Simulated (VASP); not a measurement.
# V (Fm-3m) in VASP: single point with PBE

Aim: the single point of V with PBE.

Program: VASP 6.6.1. These are calculated values, not measurements. Logs are shortened: lines on timing, memory, paths and dates and some standing lists are left out, and cuts for length are marked.

## (1) The cell of the first run

It takes space group Fm-3m (No. 225, cubic). The conventional cell has a = 3.971 Å, b = 3.971 Å, c = 3.971 Å, α = 90.00°, β = 90.00°, γ = 90.00°. Within 3.7 Å of V (site symmetry m-3m) lie 12 V at 2.81 Å.

## (2) Single point, PBE, collinear spin, zero start

File INCAR:

```
SYSTEM = V
  ALGO = Normal
  EDIFF = 1E-6
  ENCUT = 500
  GGA = PE
  GGA_COMPAT = .FALSE.
  ISIF = 2
  ISMEAR = -1
  ISPIN = 2
  LASPH = .TRUE.
  LCHARG = .TRUE.
  LELF = .TRUE.
  LMAXMIX = 4
  LORBIT = 11
  LREAL = .FALSE.
  LVHAR = .TRUE.
  LWAVE = .FALSE.
  MAGMOM = 0
  NBANDS = 16
  NELM = 200
  PREC = Accurate
  SIGMA = 0.1
```

File KPOINTS:

```
k-points
0
G
  8 8 8
  0 0 0
```

File POSCAR:

```
V
1.0
    0.0000000000      1.9857320000      1.9857320000
    1.9857320000      0.0000000000      1.9857320000
    1.9857320000      1.9857320000      0.0000000000
V
1
Direct
    0.0000000000      0.0000000000      0.0000000000
```

Potentials or basis: VASP PAW PBE potentials, release 64 (V_sv).

Run with:

```sh
> cat potpaw_PBE.64/V_sv/POTCAR > POTCAR
> mpirun -np 1 vasp_std > vasp.out
```

OUTCAR:

```text
SYSTEM = V
   EDIFF = 1E-6
   ENCUT = 500
   GGA = PE
   ISIF = 2
   ISMEAR = -1
   ISPIN = 2
   LASPH = .TRUE.
   LORBIT = 11
   LREAL = .FALSE.
   NELM = 200
   PREC = Accurate

 ion  position               nearest neighbor table
   1  0.000  0.000  0.000-

  LATTYP: Found a face centered cubic cell.
 ALAT       =     3.9714640000

  Lattice vectors:

 A1 = (   0.0000000000,   1.9857320000,   1.9857320000)
 A2 = (   1.9857320000,   0.0000000000,   1.9857320000)
 A3 = (   1.9857320000,   1.9857320000,   0.0000000000)

Analysis of symmetry for initial positions (statically):
=====================================================================
 Subroutine PRICEL returns:
 Original cell was already a primitive cell.

 Routine SETGRP: Setting up the symmetry group for a
 face centered cubic supercell.

 Subroutine GETGRP returns: Found 48 space group operations
 (whereof 48 operations were pure point group operations)
 out of a pool of 48 trial point group operations.

The static configuration has the point symmetry O_h .

Analysis of symmetry for dynamics (positions and initial velocities):
=====================================================================
 Subroutine PRICEL returns:
 Original cell was already a primitive cell.

 Routine SETGRP: Setting up the symmetry group for a
 face centered cubic supercell.

 Subroutine GETGRP returns: Found 48 space group operations
 (whereof 48 operations were pure point group operations)
 out of a pool of 48 trial point group operations.

The dynamic configuration has the point symmetry O_h .

Analysis of structural, dynamic, and magnetic symmetry:
=====================================================================
 Subroutine PRICEL returns:
 Original cell was already a primitive cell.

 Routine SETGRP: Setting up the symmetry group for a
 face centered cubic supercell.

 Subroutine GETGRP returns: Found 48 space group operations
 (whereof 48 operations were pure point group operations)
 out of a pool of 48 trial point group operations.

The overall configuration has the point symmetry O_h .

 Subroutine INISYM returns: Found 48 space group operations
 (whereof 48 operations are pure point group operations),
 and found     1 'primitive' translations

----------------------------------------------------------------------------------------

                                     Primitive cell

  volume of cell :      15.6600

  direct lattice vectors                    reciprocal lattice vectors
     0.000000000  1.985732000  1.985732000    -0.251796315  0.251796315  0.251796315
     1.985732000  0.000000000  1.985732000     0.251796315 -0.251796315  0.251796315
     1.985732000  1.985732000  0.000000000     0.251796315  0.251796315 -0.251796315

  length of vectors
     2.808249126  2.808249126  2.808249126     0.436124011  0.436124011  0.436124011

  position of ions in fractional coordinates (direct lattice)
     0.000000000  0.000000000  0.000000000

  ion indices of the primitive-cell ions
   primitive index   ion index
                 1           1

----------------------------------------------------------------------------------------

 KPOINTS: k-points

Automatic generation of k-mesh.
 Grid dimensions read from file:
 generate k-points for:    8    8    8

 Generating k-lattice:

  Cartesian coordinates                     Fractional coordinates (reciprocal lattice)
    -0.031474539  0.031474539  0.031474539     0.125000000  0.000000000  0.000000000
     0.031474539 -0.031474539  0.031474539     0.000000000  0.125000000  0.000000000
     0.031474539  0.031474539 -0.031474539     0.000000000  0.000000000  0.125000000

  Length of vectors
     0.054515501  0.054515501  0.054515501

  Shift w.r.t. Gamma in fractional coordinates (k-lattice)
     0.000000000  0.000000000  0.000000000

 Subroutine IBZKPT returns following result:
 ===========================================

 Found     29 irreducible k-points:

 Following reciprocal coordinates:
            Coordinates               Weight
  0.000000  0.000000  0.000000      1.000000
  0.125000  0.000000  0.000000      8.000000
  0.250000  0.000000  0.000000      8.000000
  0.375000  0.000000  0.000000      8.000000
  0.500000  0.000000  0.000000      4.000000
  0.125000  0.125000  0.000000      6.000000
[... 16 lines left out ...]
  0.500000  0.250000  0.125000     48.000000
 -0.375000  0.250000  0.125000     24.000000
 [... further k-points ...]
   k-points           NKPTS =     29   k-points in BZ     NKDIM =     29   number of bands    NBANDS=     16
   number of dos      NEDOS =    301   number of ions     NIONS =      1
   total plane-waves  NPLWV =   8000
   dimension x,y,z NGX =    20 NGY =   20 NGZ =   20
   dimension x,y,z NGXF=    40 NGYF=   40 NGZF=   40
   ions per type =               1
   NGX,Y,Z   is equivalent  to a cutoff of  11.84, 11.84, 11.84 a.u.
   NGXF,Y,Z  is equivalent  to a cutoff of  23.68, 23.68, 23.68 a.u.
 SYSTEM =  V
   PREC   = accura    normal or accurate (medium, high low for compatibility)
   ISTART =      0    job   : 0-new  1-cont  2-samecut
   ICHARG =      2    charge: 1-file 2-atom 10-const
   ISPIN  =      2    spin polarized calculation?
   LNONCOLLINEAR =      F non collinear calculations
   LSORBIT =      F    spin-orbit coupling
   LASPH  =      T    aspherical Exc in radial PAW
   ENCUT  =  500.0 eV  36.75 Ry    6.06 a.u.   5.12  5.12  5.12*2*pi/ulx,y,z
   NELM   =    200;   NELMIN=  2; NELMDL= -5     # of ELM steps
   EDIFF  = 0.1E-05   stopping-criterion for ELM
   LREAL  =      F    real-space projection
   EDIFFG = 0.1E-04   stopping-criterion for IOM
   NSW    =      0    number of steps for IOM
   IBRION =     -1    ionic relax: 0-MD 1-quasi-New 2-CG
   NFREE  =      0    steps in history (QN), initial steepest desc. (CG)
   ISIF   =      2    stress and relaxation
   ISYM   =      2    0-nonsym 1-usesym 2-fastsym
   POTIM  = 0.5000    time-step for ionic-motion
   TEBEG  =    0.0;   TEEND  =   0.0 temperature during run
   PSTRESS=    0.0 pullay stress
   NELECT =      13.0000    total number of electrons
   NUPDOWN=      -1.0000    fix difference up-down
   EMIN   =  10.00;   EMAX   =-10.00  energy-range for DOS
   EFERMI =   0.00;   METHOD = LEGACY
   ISMEAR =    -1;   SIGMA  =   0.10  broadening in eV -4-tet -1-fermi 0-gaus
   EFERMI_NEDOS =   21; number of points for ismear=-14 and -15
   IALGO  =     38    algorithm
   IMIX   =      4    mixing-type and parameters
     AMIX     =   0.40;   BMIX     =  1.00
     AMIX_MAG =   1.60;   BMIX_MAG =  1.00
  volume/ion in A,a.u.               =      15.66       105.68
  Fermi-wavevector in a.u.,A,eV,Ry     =   1.538599  2.907530 32.208874  2.367285
  Thomas-Fermi vector in A             =   2.644944
   LORBIT       =     11    0 simple, 1 ext, 2 COOP (PROOUT), +10 PAW based schemes
   GGA     = PE    functional components
   LHFCALC =     F    Hartree Fock is set to
   AEXX    =    0.0000 exact exchange contribution
   IVDW    =     0    specifies the selected vdW correction
   LEPSILON=     F    determine dielectric tensor
   LRPA    =     F    only Hartree local field effects (RPA)
 spin polarized calculation
  energy-cutoff  :      500.00
  volume of cell :       15.66
 maximum number of plane-waves:       415
   NGX = 11   NGY = 11   NGZ = 11

 number of electron      13.0000011 magnetization      -0.0000001

 number of electron      13.0000011 magnetization       0.0000001

 Free energy of the ion-electron system (eV)
  ---------------------------------------------------
  ext. energy  EPLUGINS =         0.00000000
  ---------------------------------------------------
  free energy    TOTEN  =        -8.68001707 eV

  energy without entropy =       -8.61048184  energy(sigma->0) =       -8.64524945

 E-fermi :   8.2079     XC(G=0): -12.1132

 val. band max:        8.1657933748   @ k =  -0.3750   0.1250   0.0000
 cond. band min:       8.2368614214   @ k =   0.3750   0.2500   0.1250
 fundamental gap:      0.0710680465
 Fermi energy:         8.2078679237

 spin component 1

 k-point     1 :       0.0000    0.0000    0.0000
  band No.  band energies     occupation
      1     -55.9929      1.00000
      2     -29.4906      1.00000
      3     -29.4906      1.00000
      4     -29.4906      1.00000
      5       1.7325      1.00000
      6       8.3736      0.16016
[... 8 lines left out ...]
     15      33.8300      0.00000
     16      34.0052      0.00000

 k-point     2 :       0.1250    0.0000    0.0000
  band No.  band energies     occupation
      1     -55.9784      1.00000
      2     -29.5724      1.00000
      3     -29.5011      1.00000
      4     -29.5011      1.00000
      5       2.2441      1.00000
      6       8.1358      0.67265
[... 8 lines left out ...]
     15      33.1643      0.00000
     16      34.0039      0.00000

 k-point     3 :       0.2500    0.0000    0.0000
  band No.  band energies     occupation
      1     -55.9435      1.00000
      2     -29.7674      1.00000
      3     -29.5267      1.00000
      4     -29.5267      1.00000
      5       3.5833      1.00000
      6       7.7375      0.99102
[... 8 lines left out ...]
     15      32.9354      0.00000
     16      32.9354      0.00000
[... 362 lines left out ...]
 k-point    23 :       0.5000    0.2500    0.1250
  band No.  band energies     occupation
      1     -55.8892      1.00000
      2     -29.9166      1.00000
      3     -29.6860      1.00000
      4     -29.5909      1.00000
      5       5.8325      1.00000
      6       7.1309      0.99998
[... 8 lines left out ...]
     15      32.1356      0.00000
     16      36.4562      0.00000

 k-point    24 :      -0.3750    0.2500    0.1250
  band No.  band energies     occupation
      1     -55.8774      1.00000
      2     -29.9604      1.00000
      3     -29.7049      1.00000
      4     -29.6077      1.00000
      5       6.2226      1.00000
      6       7.0394      0.99999
[... 8 lines left out ...]
     15      32.4919      0.00000
     16      36.9328      0.00000

 [... further k-points ...]

 spin component 2

 k-point     1 :       0.0000    0.0000    0.0000
  band No.  band energies     occupation
      1     -55.9929      1.00000
      2     -29.4906      1.00000
      3     -29.4906      1.00000
      4     -29.4906      1.00000
      5       1.7325      1.00000
      6       8.3736      0.16016
[... 8 lines left out ...]
     15      33.8300      0.00000
     16      34.0052      0.00000

 k-point     2 :       0.1250    0.0000    0.0000
  band No.  band energies     occupation
      1     -55.9784      1.00000
      2     -29.5724      1.00000
      3     -29.5011      1.00000
      4     -29.5011      1.00000
      5       2.2441      1.00000
      6       8.1358      0.67265
[... 8 lines left out ...]
     15      33.1644      0.00000
     16      34.0039      0.00000

 k-point     3 :       0.2500    0.0000    0.0000
  band No.  band energies     occupation
      1     -55.9435      1.00000
      2     -29.7674      1.00000
      3     -29.5267      1.00000
      4     -29.5267      1.00000
      5       3.5833      1.00000
      6       7.7375      0.99102
[... 8 lines left out ...]
     15      32.9354      0.00000
     16      32.9354      0.00000
[... 362 lines left out ...]
 k-point    23 :       0.5000    0.2500    0.1250
  band No.  band energies     occupation
      1     -55.8892      1.00000
      2     -29.9166      1.00000
      3     -29.6860      1.00000
      4     -29.5909      1.00000
      5       5.8325      1.00000
      6       7.1309      0.99998
[... 8 lines left out ...]
     15      32.1356      0.00000
     16      36.4562      0.00000

 k-point    24 :      -0.3750    0.2500    0.1250
  band No.  band energies     occupation
      1     -55.8774      1.00000
      2     -29.9604      1.00000
      3     -29.7049      1.00000
      4     -29.6077      1.00000
      5       6.2226      1.00000
      6       7.0394      0.99999
[... 8 lines left out ...]
     15      32.4919      0.00000
     16      36.9328      0.00000

 [... further k-points ...]

------------------------ aborting loop because EDIFF is reached ----------------------------------------

  FORCE on cell =-STRESS in cart. coord.  units (eV):
  Direction    XX          YY          ZZ          XY          YZ          ZX
  --------------------------------------------------------------------------------------
  -------------------------------------------------------------------------------------
  Total       -1.5639965     -1.5639965     -1.5639965      0.0000000      0.0000000     -0.0000000
  in kB     -160.0127027   -160.0127027   -160.0127027      0.0000000      0.0000000     -0.0000000
  external PRESSURE =    -160.0127027 kB  Pullay stress =       0.0000000 kB

 VOLUME and BASIS-vectors are now :
 -----------------------------------------------------------------------------
  energy-cutoff  :      500.00
  volume of cell :       15.66
      direct lattice vectors                 reciprocal lattice vectors
     0.000000000  1.985732000  1.985732000    -0.251796315  0.251796315  0.251796315
     1.985732000  0.000000000  1.985732000     0.251796315 -0.251796315  0.251796315
     1.985732000  1.985732000  0.000000000     0.251796315  0.251796315 -0.251796315

 POSITION                                       TOTAL-FORCE (eV/Angst)
 -----------------------------------------------------------------------------------
      0.00000      0.00000      0.00000         0.000000      0.000000      0.000000
 -----------------------------------------------------------------------------------
    total drift:                                0.000000      0.000000      0.000000

  FREE ENERGIE OF THE ION-ELECTRON SYSTEM (eV)
  ---------------------------------------------------
  free  energy   TOTEN  =        -8.6800170688 eV

  energy  without entropy=       -8.6104818375  energy(sigma->0) =       -8.64524945

 total charge

# of ion       s       p       d       tot
------------------------------------------
    1        2.308   6.188   2.917  11.414

 magnetization (x)

# of ion       s       p       d       tot
------------------------------------------
    1        0.000   0.000  -0.000  -0.000
```

Wall time 27 s (1 thread of Intel Xeon 8259CL, shared host); peak memory 0.13 GiB.

Results:

- Free energy: -8.6800 eV
- Pressure: -16.0 GPa
- Net moment: 0.00 μB per cell
- Valence electrons inside the program's atomic spheres: V 11.41

Levels at points of the mesh, in eV from the Fermi level:
Spin up:
```
           k point  band 4  band 5  band 6  band 7  band 8  band 9
(0.00, 0.00, 0.00)  -37.70   -6.48    0.17    0.17    0.17    1.63
(0.50, 0.00, 0.00)  -37.77   -2.95    0.08    0.08    0.56    2.61
(0.50, 0.50, 0.00)  -37.89   -2.94   -2.19    2.59    2.86    2.86
```
Spin down:
```csv
k point,band 3,band 4,band 5,band 6,band 7,band 8,band 9,band 10
"(0.00, 0.00, 0.00)",-37.70,-37.70,-6.48,0.17,0.17,0.17,1.63,1.63
"(0.50, 0.00, 0.00)",-37.77,-37.77,-2.95,0.08,0.08,0.56,2.61,2.61
"(0.50, 0.50, 0.00)",-37.89,-37.89,-2.94,-2.19,2.59,2.86,2.86,2.88
```
